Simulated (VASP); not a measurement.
Runs of VASP 6.6.1 on BAs. The structure is that of space group F-43m (No. 216), or close to it. The cells are those of the table. 

| task | cell | cutoff (eV) | smearing | gap on the mesh (eV) | pressure (GPa) |
| --- | --- | --- | --- | --- | --- |
| single point | a = 3.416 Å, angles 60.0°, 2 atoms | 520 | gaussian 0.02 eV | 1.41 | -3.7 |
| relaxation of cell and atoms | relaxed from a = 3.383 Å, angles 60.0°, 2 atoms | 600 | gaussian 0.01 eV | 1.38 | 0.0 |
| single point | a = 3.383 Å, angles 60.0°, 2 atoms | 520 | gaussian 0.01 eV | 1.37 | 0.2 |
| single point | a = 3.349 Å, angles 60.0°, 2 atoms | 520 | gaussian 0.02 eV | (c) | 4.9 |
| single point | a = 3.314 Å, angles 60.0°, 2 atoms | 520 | gaussian 0.02 eV | (a) | (b) |

Alike in all rows: level r2SCAN; potentials or basis VASP PAW PBE potentials, release 64 (B, As); no spin polarisation; k mesh 10 × 10 × 10.

Question: Estimate the missing entries.

Answer: (a) 1.31; (b) 10.3; (c) 1.34.

Caveats: the PAW data sets were made with another functional, which shifts forces and pressure a little.

A k mesh can miss the band edges, and the runs leave out spin-orbit coupling on As.
